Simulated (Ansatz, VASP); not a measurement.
**N: VASP beside Ansatz**

```xyz
4
Lattice="3.8453 0.0000 0.0000 0.0000 3.9610 0.0000 0.0000 0.0000 5.1332" Properties=species:S:1:pos:R:3 pbc="T T T"
N     3.4738    3.5599    0.0000
N     2.2942    1.5795    2.5666
N     0.3715    0.4010    0.0000
N     1.5511    2.3815    2.5666
```

Change from the starting cell: uniaxial_x strain -2.9%.

Alike in both runs: task single point; functional HSE06; k mesh 4 × 4 × 4; no spin polarisation.

|  | VASP | Ansatz |
| --- | --- | --- |
| version | VASP 6.6.1 | Ansatz 0.2.0 |
| potentials or method | VASP PAW PBE potentials, release 64 (N) | plane waves, PAW |
| plane-wave cutoff (eV) | 520 | 420 |
| occupations | gaussian, width 0.01 eV | fixed |
| valence electrons in the cell | 20 | 20 |

Ansatz gave:

```
gap on the k mesh at the Fermi level (eV)                     : 9.05
pressure (GPa)                                                : -0.1
traceless stress, the component that is largest in VASP (GPa) : 1.24
rms of the force components (eV/Å)                            : 0.484
```

Q: What did VASP give for the same quantities?

A: gap on the k mesh at the Fermi level (eV): 8.98; pressure (GPa): 3.0; traceless stress, the component that is largest in VASP (GPa): -2.16; rms of the force components (eV/Å): 0.847.

Atom by atom the forces differ by 1.331 eV/Å (rms over components). Ansatz's warnings: stress exchange threshold loose, stress scf threshold loose.

Noted on VASP's run: the standard files for N, O and F lose accuracy on very short bonds.
